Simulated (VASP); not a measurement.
# Ta4O (P4/mmm) in VASP: further runs, part 3 of 3

VASP 6.6.1.

## Step 6: Single point, PBEsol

This run uses another cell than the first one, of 15.14 Å³/atom, 0.963 times its volume.

Input file INCAR:

```
PREC     = Accurate       # precision mode
ENCUT    = 520            # plane-wave cutoff, eV
EDIFF    = 1E-6           # SCF threshold, eV
ISMEAR   = -1             # smearing method
SIGMA    = 0.05           # smearing width, eV
LREAL    = False          # projectors in reciprocal space
LASPH    = True           # aspherical terms in the spheres
NELM     = 100            # most SCF steps
ALGO     = Normal         # electronic algorithm
ISIF     = 2              # what is computed and relaxed
LWAVE    = False          # write WAVECAR
LCHARG   = True           # write CHGCAR
GGA      = PS             # functional
LELF     = True           # ELF
LVHAR    = True         
NBANDS   = 33             # bands
```

Input file KPOINTS:

```
Automatic mesh
0
Gamma
  8 8 4
```

Input file POSCAR:

```
Ta4O
1.0
    3.2114528295      0.0000000000      0.0000000000
    0.0000000000      3.2114528295      0.0000000000
    0.0000000000      0.0000000000      7.3413282354
Ta O
4 1
Direct
    0.0000000000      0.0000000000      0.0000000000
    0.5000000000      0.5000000000      0.2167007411
    0.5000000000      0.5000000000      0.7832992589
    0.0000000000      0.0000000000      0.5000000000
    0.5000000000      0.5000000000      0.5000000000
```

Potentials or basis: VASP PAW PBE potentials, release 64 (Ta_pv, O).

Started as:

```console
> cat potpaw_PBE.64/Ta_pv/POTCAR potpaw_PBE.64/O/POTCAR > POTCAR
> mpirun -np 1 vasp_std > vasp.out
```

OUTCAR:

```text
PREC = Accurate
   ENCUT = 520
   EDIFF = 1E-6
   ISMEAR = -1
   LREAL = False
   LASPH = True
   NELM = 100
   ISIF = 2
   GGA = PS

 ion  position               nearest neighbor table
   1  0.000  0.000  0.000-   2 2.77   3 2.77   2 2.77   3 2.77   2 2.77   3 2.77   2 2.77   3 2.77

   2  0.500  0.500  0.217-   5 2.08   1 2.77   1 2.77   1 2.77   1 2.77   4 3.08   4 3.08   4 3.08
                             4 3.08   3 3.18
   3  0.500  0.500  0.783-   5 2.08   1 2.77   1 2.77   1 2.77   1 2.77   4 3.08   4 3.08   4 3.08
                             4 3.08   2 3.18
   4  0.000  0.000  0.500-   5 2.27   5 2.27   5 2.27   5 2.27   3 3.08   3 3.08   2 3.08   3 3.08
                             2 3.08   2 3.08   3 3.08   2 3.08
   5  0.500  0.500  0.500-   2 2.08   3 2.08   4 2.27   4 2.27   4 2.27   4 2.27

  LATTYP: Found a simple tetragonal cell.
 ALAT       =     3.2114528295
 C/A-ratio  =     2.2859835175

  Lattice vectors:

 A1 = (   3.2114528295,   0.0000000000,   0.0000000000)
 A2 = (   0.0000000000,   3.2114528295,   0.0000000000)
 A3 = (   0.0000000000,   0.0000000000,   7.3413282354)

Analysis of symmetry for initial positions (statically):
=====================================================================
 Subroutine PRICEL returns:
 Original cell was already a primitive cell.

 Routine SETGRP: Setting up the symmetry group for a
 simple tetragonal supercell.

 Subroutine GETGRP returns: Found 16 space group operations
 (whereof 16 operations were pure point group operations)
 out of a pool of 16 trial point group operations.

The static configuration has the point symmetry D_4h.

Analysis of symmetry for dynamics (positions and initial velocities):
=====================================================================
 Subroutine PRICEL returns:
 Original cell was already a primitive cell.

 Routine SETGRP: Setting up the symmetry group for a
 simple tetragonal supercell.

 Subroutine GETGRP returns: Found 16 space group operations
 (whereof 16 operations were pure point group operations)
[... 124 lines left out ...]
   EFERMI_NEDOS =   21; number of points for ismear=-14 and -15
   IALGO  =     38    algorithm
   IMIX   =      4    mixing-type and parameters
     AMIX     =   0.40;   BMIX     =  1.00
     AMIX_MAG =   1.60;   BMIX_MAG =  1.00
  volume/ion in A,a.u.               =      15.14       102.19
  Fermi-wavevector in a.u.,A,eV,Ry     =   1.425626  2.694042 27.652607  2.032409
  Thomas-Fermi vector in A             =   2.545990
   LORBIT       =      0    0 simple, 1 ext, 2 COOP (PROOUT), +10 PAW based schemes
   GGA     = PS    functional components
   LHFCALC =     F    Hartree Fock is set to
   AEXX    =    0.0000 exact exchange contribution
   IVDW    =     0    specifies the selected vdW correction
   LEPSILON=     F    determine dielectric tensor
   LRPA    =     F    only Hartree local field effects (RPA)
 non-spin polarized calculation
  energy-cutoff  :      520.00
  volume of cell :       75.71
 maximum number of plane-waves:      2072
 NGX is ok and might be reduce to    24
   NGX = 11   NGY = 11   NGZ = 27

 number of electron      49.9999989 magnetization

 Free energy of the ion-electron system (eV)
  ---------------------------------------------------
  ext. energy  EPLUGINS =         0.00000000
  ---------------------------------------------------
  free energy    TOTEN  =       -58.56980966 eV

  energy without entropy =      -58.55301672  energy(sigma->0) =      -58.56141319

 E-fermi :   6.6011     XC(G=0): -12.9274

 val. band max:        6.5882717071   @ k =   0.5000   0.2500   0.0000
 cond. band min:       6.6522820429   @ k =   0.3750   0.1250   0.2500
 fundamental gap:      0.0640103358
 Fermi energy:         6.6010513202

 k-point     1 :       0.0000    0.0000    0.0000
  band No.  band energies     occupation
      1     -28.9605      2.00000
      2     -28.9605      2.00000
      3     -28.5676      2.00000
      4     -27.9474      2.00000
      5     -27.8160      2.00000
      6     -27.5805      2.00000
[... 853 lines left out ...]
     32      10.2978      0.00000
     33      10.8612      0.00000

 [... further k-points ...]
[... 5 lines left out ...]
  --------------------------------------------------------------------------------------
  -------------------------------------------------------------------------------------
  Total        0.1422689      0.1422689      0.2410446      0.0000000      0.0000000      0.0000000
  in kB        3.0105287      3.0105287      5.1007063      0.0000000      0.0000000      0.0000000
  external PRESSURE =       3.7072546 kB  Pullay stress =       0.0000000 kB

 VOLUME and BASIS-vectors are now :
 -----------------------------------------------------------------------------
  energy-cutoff  :      520.00
  volume of cell :       75.71
      direct lattice vectors                 reciprocal lattice vectors
     3.211452830  0.000000000  0.000000000     0.311385548  0.000000000  0.000000000
     0.000000000  3.211452830  0.000000000     0.000000000  0.311385548  0.000000000
     0.000000000  0.000000000  7.341328235     0.000000000  0.000000000  0.136215133

 POSITION                                       TOTAL-FORCE (eV/Angst)
 -----------------------------------------------------------------------------------
      0.00000      0.00000      0.00000         0.000000     -0.000000     -0.000000
      1.60573      1.60573      1.59087         0.000000     -0.000000     -0.035950
      1.60573      1.60573      5.75046         0.000000      0.000000      0.035950
      0.00000      0.00000      3.67066         0.000000     -0.000000     -0.000000
      1.60573      1.60573      3.67066         0.000000     -0.000000     -0.000000
 -----------------------------------------------------------------------------------
    total drift:                                0.000000     -0.000000      0.000000

  FREE ENERGIE OF THE ION-ELECTRON SYSTEM (eV)
  ---------------------------------------------------
  free  energy   TOTEN  =       -58.5698096618 eV

  energy  without entropy=      -58.5530167180  energy(sigma->0) =      -58.56141319
```

OSZICAR:

```text
N       E                     dE             d eps       ncg     rms          rms(c)
DAV:   1     0.488571594689E+03    0.48857E+03   -0.27627E+04  2970   0.159E+03
DAV:   2    -0.367579219215E+02   -0.52533E+03   -0.50958E+03  3278   0.469E+02
DAV:   3    -0.625771928213E+02   -0.25819E+02   -0.25162E+02  3768   0.962E+01
DAV:   4    -0.630962477633E+02   -0.51905E+00   -0.51175E+00  3652   0.127E+01
DAV:   5    -0.631076266050E+02   -0.11379E-01   -0.11364E-01  3802   0.154E+00    0.327E+01
DAV:   6    -0.602262056011E+02    0.28814E+01   -0.27502E+01  3859   0.361E+01    0.163E+01
DAV:   7    -0.597083864285E+02    0.51782E+00   -0.18889E+01  4060   0.183E+01    0.113E+01
DAV:   8    -0.586100206800E+02    0.10984E+01   -0.38376E+00  3788   0.120E+01    0.256E+00
DAV:   9    -0.585722913862E+02    0.37729E-01   -0.40829E-01  3726   0.431E+00    0.715E-01
DAV:  10    -0.585707499314E+02    0.15415E-02   -0.27355E-02  3623   0.118E+00    0.422E-01
DAV:  11    -0.585700804398E+02    0.66949E-03   -0.63538E-03  3986   0.557E-01    0.103E-01
DAV:  12    -0.585698269145E+02    0.25353E-03   -0.15421E-03  3825   0.284E-01    0.483E-02
DAV:  13    -0.585698308034E+02   -0.38888E-05   -0.21602E-04  3873   0.856E-02    0.304E-02
DAV:  14    -0.585698098964E+02    0.20907E-04   -0.97178E-05  3922   0.616E-02    0.567E-03
DAV:  15    -0.585698096618E+02    0.23457E-06   -0.54985E-06  3297   0.142E-02
   1 F= -.58569810E+02 E0= -.58561413E+02  d E =-.167929E-01
```

stdout:

```text
POSCAR found type information on POSCAR TaO
 POSCAR found :  2 types and       5 ions
 scaLAPACK will be used
 -----------------------------------------------------------------------------
|                                                                             |
|                                                                             |
|     You enforced a specific xc type in the INCAR file but a different       |
|     I HOPE YOU KNOW WHAT YOU ARE DOING!                                     |
|                                                                             |
 -----------------------------------------------------------------------------

 LDA part: xc-table for (Slater+PW92), standard interpolation
 POSCAR, INCAR and KPOINTS ok, starting setup
 FFT: planning ... GRIDC
 FFT: planning ... GRID_SOFT
 FFT: planning ... GRID
 WAVECAR not read
 entering main loop
```

Wall time 39 s (1 thread of Intel Xeon 6975P-C (Granite Rapids), shared host); peak memory 0.23 GiB.

Results:

```
Free energy            : -58.5698 eV
Pressure               : 0.4 GPa
Largest force          : 0.036 eV/Å
Band gap on the k mesh : zero (band 25 reaches 6.96 eV, above the bottom of band 26 at 6.11 eV)
```

Forces on the atoms (eV/Å):
```
Ta   0.000  0.000  0.000
Ta   0.000  0.000 -0.036
Ta   0.000  0.000  0.036
Ta   0.000  0.000  0.000
O    0.000  0.000  0.000
```

Stress tensor (GPa, compression positive):
```
0.30 0.00 0.00
0.00 0.30 0.00
0.00 0.00 0.51
```

Levels at points of the mesh, in eV from the Fermi level:
| k point | band 23 | band 24 | band 25 | band 26 | band 27 | band 28 |
| --- | --- | --- | --- | --- | --- | --- |
| (0.00, 0.00, 0.00) | -0.53 | -0.53 | -0.14 | 0.48 | 1.07 | 1.07 |
| (0.50, 0.00, 0.00) | -0.98 | -0.68 | 0.18 | 0.92 | 0.95 | 1.45 |
| (0.50, 0.50, 0.00) | -1.54 | -0.64 | -0.64 | 1.75 | 2.43 | 2.92 |
| (0.00, 0.00, 0.50) | -0.59 | -0.59 | 0.22 | 0.69 | 0.69 | 0.74 |
| (0.50, 0.00, 0.50) | -1.07 | -0.58 | -0.46 | 1.03 | 1.38 | 1.54 |
| (0.50, 0.50, 0.50) | -1.79 | 0.15 | 0.15 | 1.75 | 1.99 | 1.99 |

Caveat: the PAW data sets were made with another functional, which shifts forces and pressure a little; spin-orbit coupling is left out, which moves the levels of the heavy elements.

## Step 7: Overview

```tsv
level	U	cell	gap on the mesh (eV)	pressure (GPa)	largest force (eV/Å)
PBEsol+U	Ta d U = 4.0 eV	a = 3.257, b = 3.257, c = 7.409 Å, 5 atoms	none	4.3	0.44
PBEsol	-	a = 3.211, b = 3.211, c = 7.341 Å, 5 atoms	none	0.4	0.04
PBE	-	a = 3.256, b = 3.256, c = 7.393 Å, 5 atoms	none	0.2	0.03
r2SCAN	-	a = 3.245, b = 3.245, c = 7.323 Å, 5 atoms	none	0.9	0.05
```

Alike in all rows: task single point; potentials or basis VASP PAW PBE potentials, release 64 (Ta_pv, O); no spin polarisation; k mesh 8 × 8 × 4; cutoff (eV) 520; smearing fermi-dirac 0.05 eV.

Caveats: spin-orbit coupling is left out, which moves the levels of the heavy elements; the PAW data sets were made with another functional, which shifts forces and pressure a little (some runs); U without spin polarisation on a metal has little footing (some runs).

Absolute energies hang on the potentials; compare differences alone.
